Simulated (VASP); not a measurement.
GaN: single point with PBE

The system is GaN.

```xyz
4
Lattice="3.1800 0.0000 0.0000 -1.5900 2.7540 0.0000 0.0000 0.0000 5.1660" Properties=species:S:1:pos:R:3 pbc="T T T"
Ga    1.5900    0.9180    2.5830
Ga    0.0000    1.8360    0.0000
N     1.5900    0.9180    4.5203
N     0.0000    1.8360    1.9373
```

- Program: VASP 6.6.1
- Task: single point
- Functional: PBE
- Potentials or basis: VASP PAW PBE potentials, release 64 (Ga_d, N)
- Cutoff: 520 eV
- k mesh: 10 × 10 × 5
- Occupations: gaussian, width 0.029 eV
- Spin: no spin polarisation
- Dipole correction: no
- Further INCAR settings: ALGO = Normal; EDIFF = 1e-07; NBANDS = 26

| Property | Result |
| --- | --- |
| Pressure | 7.4 GPa |
| Largest force | 0.135 eV/Å |
| Band gap on the k mesh | 1.97 eV, direct |

Forces on the atoms (eV/Å):
```
Ga   0.000  0.000 -0.135
Ga   0.000  0.000 -0.135
N    0.000  0.000  0.135
N    0.000  0.000  0.135
```

Stress tensor (GPa, compression positive):
```
6.63 0.00 0.00
0.00 6.63 0.00
0.00 0.00 8.80
```

Levels at points of the mesh, in eV from the valence-band top:
```csv
k point,band 14,band 15,band 16,band 17,band 18,band 19,band 20,band 21,band 22,band 23
"(0.00, 0.00, 0.00)",-1.06,-1.06,-0.06,0.00,0.00,1.97,4.30,9.26,9.92,9.92
"(0.50, 0.00, 0.00)",-5.29,-4.27,-2.78,-2.26,-0.99,5.08,5.61,6.08,8.67,10.39
```

It took 18 s on 1 thread of Intel(R) Xeon(R) 6975P-C (Granite Rapids), with other jobs on the host, peak memory 0.18 GiB.

PBE gaps usually lie below the measured ones, often by a third to a half.
